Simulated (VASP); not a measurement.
# PbS (R3m) in VASP: further runs, part 2 of 2

VASP 6.6.1.

## (4) Single point, PBE+U

The input, INCAR:

```
SYSTEM = PbS
ALGO = Normal
EDIFF = 1E-6
ENCUT = 500
GGA = PE
GGA_COMPAT = .False.
ISIF = 2
ISMEAR = 0
LASPH = .True.
LCHARG = .True.
LDAU = .True.
LDAUJ = 0 0
LDAUL = -1 1
LDAUPRINT = 1
LDAUTYPE = 2
LDAUU = 0 2.1
LELF = .True.
LREAL = .False.
LVHAR = .True.
LWAVE = .False.
NBANDS = 17
NELM = 200
PREC = Accurate
SIGMA = 0.1
```

The input, KPOINTS:

```
k-points
0
Gamma
  6 6 6
  0 0 0
```

The input, POSCAR:

```
PbS
1.0
    2.1126617058      1.2197458045      3.4519162518
   -2.1126617058      1.2197458045      3.4519162518
    0.0000000000     -2.4394916091      3.4519162518
Pb S
1 1
Direct
    0.9805657800      0.9805657800      0.9805657800
    0.4750355500      0.4750355500      0.4750355500
```

Potentials or basis: VASP PAW PBE potentials, release 64 (Pb_d, S).

Launch:

```
$ cat potpaw_PBE.64/Pb_d/POTCAR potpaw_PBE.64/S/POTCAR > POTCAR
$ mpirun -np 1 vasp_std > vasp.out
```

OUTCAR:

```text
SYSTEM = PbS
   EDIFF = 1E-6
   ENCUT = 500
   GGA = PE
   ISIF = 2
   ISMEAR = 0
   LASPH = .True.
   LREAL = .False.
   NELM = 200
   PREC = Accurate

 ion  position               nearest neighbor table
   1  0.981  0.981  0.981-   2 2.96   2 2.96   2 2.96   2 3.02   2 3.02   2 3.02
   2  0.475  0.475  0.475-   1 2.96   1 2.96   1 2.96   1 3.02   1 3.02   1 3.02

  LATTYP: Found a trigonal (rhomboedric) cell.
 ALAT       =     4.2269191050
 COS(alpha) =     0.5003774362

  Lattice vectors:

 A1 = (   2.1126617058,   1.2197458045,   3.4519162518)
 A2 = (  -2.1126617058,   1.2197458045,   3.4519162518)
 A3 = (   0.0000000000,  -2.4394916091,   3.4519162518)

Analysis of symmetry for initial positions (statically):
=====================================================================
 Subroutine PRICEL returns:
 Original cell was already a primitive cell.

 Routine SETGRP: Setting up the symmetry group for a
 trigonal (rhombohedral) supercell.

 Subroutine GETGRP returns: Found  6 space group operations
 (whereof  6 operations were pure point group operations)
 out of a pool of 12 trial point group operations.

The static configuration has the point symmetry C_3v.

Analysis of symmetry for dynamics (positions and initial velocities):
=====================================================================
 Subroutine PRICEL returns:
 Original cell was already a primitive cell.

 Routine SETGRP: Setting up the symmetry group for a
 trigonal (rhombohedral) supercell.

 Subroutine GETGRP returns: Found  6 space group operations
 (whereof  6 operations were pure point group operations)
 out of a pool of 12 trial point group operations.

The dynamic configuration has the point symmetry C_3v.

 Subroutine INISYM returns: Found  6 space group operations
 (whereof  6 operations are pure point group operations),
 and found     1 'primitive' translations

----------------------------------------------------------------------------------------

                                     Primitive cell

  volume of cell :      53.3717

  direct lattice vectors                    reciprocal lattice vectors
     2.112661706  1.219745805  3.451916252     0.236668274  0.136640492  0.096564722
    -2.112661706  1.219745805  3.451916252    -0.236668274  0.136640492  0.096564722
     0.000000000 -2.439491609  3.451916252     0.000000000 -0.273280984  0.096564722

  length of vectors
     4.226919105  4.226919105  4.226919105     0.289840028  0.289840028  0.289840028

  position of ions in fractional coordinates (direct lattice)
     0.980565780  0.980565780  0.980565780
     0.475035550  0.475035550  0.475035550

  ion indices of the primitive-cell ions
   primitive index   ion index
                 1           1
                 2           2

----------------------------------------------------------------------------------------

 KPOINTS: k-points

Automatic generation of k-mesh.
 Grid dimensions read from file:
 generate k-points for:    6    6    6

 Generating k-lattice:

  Cartesian coordinates                     Fractional coordinates (reciprocal lattice)
     0.039444712  0.022773415  0.016094120     0.166666667  0.000000000  0.000000000
    -0.039444712  0.022773415  0.016094120     0.000000000  0.166666667  0.000000000
     0.000000000 -0.045546831  0.016094120     0.000000000  0.000000000  0.166666667

  Length of vectors
     0.048306671  0.048306671  0.048306671

  Shift w.r.t. Gamma in fractional coordinates (k-lattice)
     0.000000000  0.000000000  0.000000000

 Subroutine IBZKPT returns following result:
 ===========================================

 Found     32 irreducible k-points:

 Following reciprocal coordinates:
            Coordinates               Weight
  0.000000  0.000000  0.000000      1.000000
  0.166667 -0.000000  0.000000      6.000000
  0.333333 -0.000000 -0.000000      6.000000
  0.500000  0.000000  0.000000      3.000000
  0.166667  0.166667 -0.000000      6.000000
  0.333333  0.166667 -0.000000     12.000000
[... 16 lines left out ...]
  0.500000  0.500000  0.166667      6.000000
 -0.333333  0.500000  0.166667     12.000000
 [... further k-points ...]
   k-points           NKPTS =     32   k-points in BZ     NKDIM =     32   number of bands    NBANDS=     17
   number of dos      NEDOS =    301   number of ions     NIONS =      2
   total plane-waves  NPLWV =  32768
   dimension x,y,z NGX =    32 NGY =   32 NGZ =   32
   dimension x,y,z NGXF=    64 NGYF=   64 NGZF=   64
   ions per type =               1   1
   NGX,Y,Z   is equivalent  to a cutoff of  12.59, 12.59, 12.59 a.u.
   NGXF,Y,Z  is equivalent  to a cutoff of  25.17, 25.17, 25.17 a.u.
 SYSTEM =  PbS
   PREC   = accura    normal or accurate (medium, high low for compatibility)
   ISTART =      0    job   : 0-new  1-cont  2-samecut
   ICHARG =      2    charge: 1-file 2-atom 10-const
   ISPIN  =      1    spin polarized calculation?
   LNONCOLLINEAR =      F non collinear calculations
   LSORBIT =      F    spin-orbit coupling
   LASPH  =      T    aspherical Exc in radial PAW
   ENCUT  =  500.0 eV  36.75 Ry    6.06 a.u.   7.71  7.71  7.71*2*pi/ulx,y,z
   NELM   =    200;   NELMIN=  2; NELMDL= -5     # of ELM steps
   EDIFF  = 0.1E-05   stopping-criterion for ELM
   LREAL  =      F    real-space projection
   EDIFFG = 0.1E-04   stopping-criterion for IOM
   NSW    =      0    number of steps for IOM
   IBRION =     -1    ionic relax: 0-MD 1-quasi-New 2-CG
   NFREE  =      0    steps in history (QN), initial steepest desc. (CG)
   ISIF   =      2    stress and relaxation
   ISYM   =      2    0-nonsym 1-usesym 2-fastsym
   POTIM  = 0.5000    time-step for ionic-motion
   TEBEG  =    0.0;   TEEND  =   0.0 temperature during run
   PSTRESS=    0.0 pullay stress
   NELECT =      20.0000    total number of electrons
   NUPDOWN=      -1.0000    fix difference up-down
   EMIN   =  10.00;   EMAX   =-10.00  energy-range for DOS
   EFERMI =   0.00;   METHOD = LEGACY
   ISMEAR =     0;   SIGMA  =   0.10  broadening in eV -4-tet -1-fermi 0-gaus
   EFERMI_NEDOS =   21; number of points for ismear=-14 and -15
   IALGO  =     38    algorithm
   IMIX   =      4    mixing-type and parameters
     AMIX     =   0.40;   BMIX     =  1.00
     AMIX_MAG =   1.60;   BMIX_MAG =  1.00
  volume/ion in A,a.u.               =      26.69       180.08
  Fermi-wavevector in a.u.,A,eV,Ry     =   1.180270  2.230386 18.953411  1.393036
  Thomas-Fermi vector in A             =   2.316565
   LORBIT       =      0    0 simple, 1 ext, 2 COOP (PROOUT), +10 PAW based schemes
 LDA+U is selected, type is set to LDAUTYPE =  2
   angular momentum for each species LDAUL =    -1    1
   U (eV)           for each species LDAUU =   0.0  2.1
   J (eV)           for each species LDAUJ =   0.0  0.0
   GGA     = PE    functional components
   LHFCALC =     F    Hartree Fock is set to
   AEXX    =    0.0000 exact exchange contribution
   IVDW    =     0    specifies the selected vdW correction
   LEPSILON=     F    determine dielectric tensor
   LRPA    =     F    only Hartree local field effects (RPA)
 non-spin polarized calculation
 Gauss-broadening in eV      SIGMA  =   0.10
  energy-cutoff  :      500.00
  volume of cell :       53.37
 maximum number of plane-waves:      1363
   NGX = 15   NGY = 15   NGZ = 15

 number of electron      20.0000002 magnetization

 Free energy of the ion-electron system (eV)
  ---------------------------------------------------
  ext. energy  EPLUGINS =         0.00000000
  ---------------------------------------------------
  free energy    TOTEN  =        -7.26309148 eV

  energy without entropy =       -7.26306338  energy(sigma->0) =       -7.26307743

 E-fermi :   5.7461     XC(G=0):  -9.5854

 val. band max:        5.5439123267   @ k =   0.5000   0.0000   0.0000
 cond. band min:       5.9482970985   @ k =   0.5000   0.0000   0.0000
 fundamental gap:      0.4043847718
 Fermi energy:         5.7460955432

 k-point     1 :       0.0000    0.0000    0.0000
  band No.  band energies     occupation
      1     -11.2315      2.00000
      2     -11.2312      2.00000
      3     -11.2312      2.00000
      4     -11.2157      2.00000
      5     -11.2157      2.00000
      6      -7.9293      2.00000
[... 9 lines left out ...]
     16      12.3282      0.00000
     17      14.2486      0.00000
[... 443 lines left out ...]
      1     -11.3279      2.00000
      2     -11.2355      2.00000
      3     -11.2070      2.00000
      4     -11.1959      2.00000
      5     -11.1752      2.00000
      6      -6.3448      2.00000
[... 9 lines left out ...]
     16      17.2686      0.00000
     17      17.7447      0.00000

 [... further k-points ...]

------------------------ aborting loop because EDIFF is reached ----------------------------------------

  FORCE on cell =-STRESS in cart. coord.  units (eV):
  Direction    XX          YY          ZZ          XY          YZ          ZX
  --------------------------------------------------------------------------------------
  -------------------------------------------------------------------------------------
  Total        0.3283630      0.3283630      0.3315179      0.0000000     -0.0000000      0.0000000
  in kB        9.8572100      9.8572100      9.9519179      0.0000000     -0.0000000      0.0000000
  external PRESSURE =       9.8887793 kB  Pullay stress =       0.0000000 kB

 VOLUME and BASIS-vectors are now :
 -----------------------------------------------------------------------------
  energy-cutoff  :      500.00
  volume of cell :       53.37
      direct lattice vectors                 reciprocal lattice vectors
     2.112661706  1.219745805  3.451916252     0.236668274  0.136640492  0.096564722
    -2.112661706  1.219745805  3.451916252    -0.236668274  0.136640492  0.096564722
     0.000000000 -2.439491609  3.451916252     0.000000000 -0.273280984  0.096564722

 POSITION                                       TOTAL-FORCE (eV/Angst)
 -----------------------------------------------------------------------------------
      0.00000     -0.00000     10.15449         0.000000      0.000000     -0.012233
      0.00000     -0.00000      4.91935         0.000000     -0.000000      0.012233
 -----------------------------------------------------------------------------------
    total drift:                                0.000000     -0.000000      0.000008

  FREE ENERGIE OF THE ION-ELECTRON SYSTEM (eV)
  ---------------------------------------------------
  free  energy   TOTEN  =        -7.2630914794 eV

  energy  without entropy=       -7.2630633796  energy(sigma->0) =       -7.26307743
```

It took 22 s on 1 thread of Intel Xeon Platinum 8259CL at 2.50GHz (Skylake/Cascade Lake), shared host; peak memory 0.18 GiB.

Results:

- Free energy: -7.2631 eV
- Pressure: 1.0 GPa
- Largest force: 0.012 eV/Å
- Band gap on the k mesh: 0.40 eV

Forces in eV/Å, atoms in the order of the input:
```
Pb   0.000  0.000 -0.012
S    0.000  0.000  0.012
```

Caveat: spin-orbit coupling is left out, which moves the levels of the heavy elements.

## (5) Single point, PBE

The input, INCAR:

```
SYSTEM = PbS
PREC     = Accurate       ! precision mode
ENCUT    = 500            ! plane-wave cutoff, eV
EDIFF    = 1E-6           ! SCF threshold, eV
ISMEAR   = 0              ! smearing method
SIGMA    = 0.1            ! smearing width, eV
LREAL    = .False.        ! projectors in reciprocal space
LASPH    = .True.         ! aspherical terms in the spheres
NELM     = 120            ! most SCF steps
ALGO     = Normal         ! electronic algorithm
ISIF     = 2              ! what is computed and relaxed
LWAVE    = .False.        ! write WAVECAR
LCHARG   = .False.        ! write CHGCAR
GGA      = PE             ! functional
NELECT   = 20.1         
NBANDS   = 17             ! bands
GGA_COMPAT= .False.      
ISYM     = -1
```

The input, KPOINTS:

```
explicit points
27
Reciprocal
  0.08333333   0.08333333   0.08333333 1
  0.08333333   0.08333333   0.41666667 1
  0.08333333   0.08333333   0.75000000 1
  0.08333333   0.41666667   0.08333333 1
  0.08333333   0.41666667   0.41666667 1
  0.08333333   0.41666667   0.75000000 1
  0.08333333   0.75000000   0.08333333 1
  0.08333333   0.75000000   0.41666667 1
  0.08333333   0.75000000   0.75000000 1
  0.41666667   0.08333333   0.08333333 1
  0.41666667   0.08333333   0.41666667 1
  0.41666667   0.08333333   0.75000000 1
  0.41666667   0.41666667   0.08333333 1
  0.41666667   0.41666667   0.41666667 1
  0.41666667   0.41666667   0.75000000 1
  0.41666667   0.75000000   0.08333333 1
  0.41666667   0.75000000   0.41666667 1
  0.41666667   0.75000000   0.75000000 1
  0.75000000   0.08333333   0.08333333 1
  0.75000000   0.08333333   0.41666667 1
  0.75000000   0.08333333   0.75000000 1
  0.75000000   0.41666667   0.08333333 1
  0.75000000   0.41666667   0.41666667 1
  0.75000000   0.41666667   0.75000000 1
  0.75000000   0.75000000   0.08333333 1
  0.75000000   0.75000000   0.41666667 1
  0.75000000   0.75000000   0.75000000 1
```

The input, POSCAR:

```
PbS
1.0
    2.1126617058      1.2197458045      3.4519162518
   -2.1126617058      1.2197458045      3.4519162518
    0.0000000000     -2.4394916091      3.4519162518
Pb S
1 1
Direct
    1.2105657800      1.6725657800      1.3375657800
    0.7050355500      1.1670355500      0.8320355500
```

Launch:

```
$ cat potpaw_PBE.64/Pb_d/POTCAR potpaw_PBE.64/S/POTCAR > POTCAR
$ mpirun -np 1 vasp_std > vasp.out
```

It took 14 s on 1 thread of Intel Xeon Platinum 8375C at 2.90GHz (Ice Lake), shared host; peak memory 0.16 GiB.

It converged, with:

* Free energy: -8.1332 eV

Levels at points of the mesh, in eV from the Fermi level:
| k point | band 8 | band 9 | band 10 | band 11 | band 12 | band 13 |
| --- | --- | --- | --- | --- | --- | --- |
| (0.08, 0.08, 0.08) | -3.01 | -3.01 | -2.89 | 3.52 | 3.77 | 3.77 |

Caveat: the cell carries a net charge on a neutralising background, which shifts energy and pressure; the cell is charged against a uniform background, so pressure and absolute levels hang on convention; spin-orbit coupling is left out, which moves the levels of the heavy elements.

## (6) Single point, PBE

The input, INCAR:

```
SYSTEM = PbS
  PREC = Accurate
  ENCUT = 500
  EDIFF = 1E-6
  ISMEAR = 0
  SIGMA = 0.1
  LREAL = .FALSE.
  LASPH = .TRUE.
  NELM = 120
  ALGO = Normal
  ISIF = 2
  LWAVE = .FALSE.
  LCHARG = .TRUE.
  GGA = PE
  LELF = .TRUE.
  LVHAR = .TRUE.
  NBANDS = 17
  GGA_COMPAT = .FALSE.
  ISYM = -1
```

KPOINTS is that of step 5.

The input, POSCAR:

```
PbS
1.0
    2.1126617058      1.2197458045      3.4519162518
   -2.1126617058      1.2197458045      3.4519162518
    0.0000000000     -2.4394916091      3.4519162518
Pb S
1 1
Direct
    0.9805657800      0.9805657800      0.9805657800
    0.4750355500      0.4750355500      0.4750355500
```

Potentials or basis: VASP PAW PBE potentials, release 64 (Pb_d, S).

Launch:

```
$ cat potpaw_PBE.64/Pb_d/POTCAR potpaw_PBE.64/S/POTCAR > POTCAR
$ mpirun -np 1 vasp_std > vasp.out
```

It took 15 s on 1 thread of Intel Xeon Platinum 8375C at 2.90GHz (Ice Lake), shared host; peak memory 0.16 GiB.

Results (log left out):

- Free energy: -8.7693 eV
- Pressure: 0.7 GPa
- Largest force: 0.032 eV/Å
- Band gap on the k mesh: 1.15 eV

Forces in eV/Å, atoms in the order of the input:
```
Pb   0.000  0.000  0.032
S    0.000  0.000 -0.032
```

Stress tensor (GPa, compression positive):
```
0.85 0.00 0.00
0.00 0.85 0.00
0.00 0.00 0.50
```

Levels at points of the mesh, in eV from the valence-band top:
| k point | band 6 | band 7 | band 8 | band 9 | band 10 | band 11 | band 12 | band 13 | band 14 | band 15 |
| --- | --- | --- | --- | --- | --- | --- | --- | --- | --- | --- |
| (0.08, 0.08, 0.08) | -13.01 | -5.95 | -1.71 | -1.71 | -1.58 | 4.82 | 5.08 | 5.08 | 7.10 | 7.30 |

Caveat: spin-orbit coupling is left out, which moves the levels of the heavy elements; a shifted mesh leaves out Γ, where band edges can lie. A k mesh can miss the band edges.

## (7) Summary

```csv
level,U,k mesh,mended,gap on the mesh (eV),pressure (GPa),largest force (eV/Å)
PBE+U,S p U = 1.0 eV,5 × 5 × 5,-,-,0.8,0.02
PBE+U,S p U = 3.1 eV,6 × 6 × 6,-,0.38,1.1,0.01
PBE+U,S p U = 2.1 eV,6 × 6 × 6,-,0.40,1.0,0.01
PBE,-,"3 × 3 × 3, shifted",yes,1.15,0.7,0.03
```

Alike in all rows: task single point; potentials or basis VASP PAW PBE potentials, release 64 (Pb_d, S); no spin polarisation; cell as given; cutoff (eV) 500; smearing gaussian 0.1 eV.

On the cell as given the gap runs from 0.38 eV (PBE+U) to 1.15 eV (PBE); the meshes differ, which moves gaps too. The pressure there spans 0.7 GPa (PBE) to 1.1 GPa (PBE+U); a positive pressure means that this level wants a larger cell, a negative one a smaller.

Caveats: spin-orbit coupling is left out, which moves the levels of the heavy elements; a shifted mesh leaves out Γ, where band edges can lie (at least some runs).

Total energies depend on the potentials used, so only differences within one code and one set of settings carry meaning.
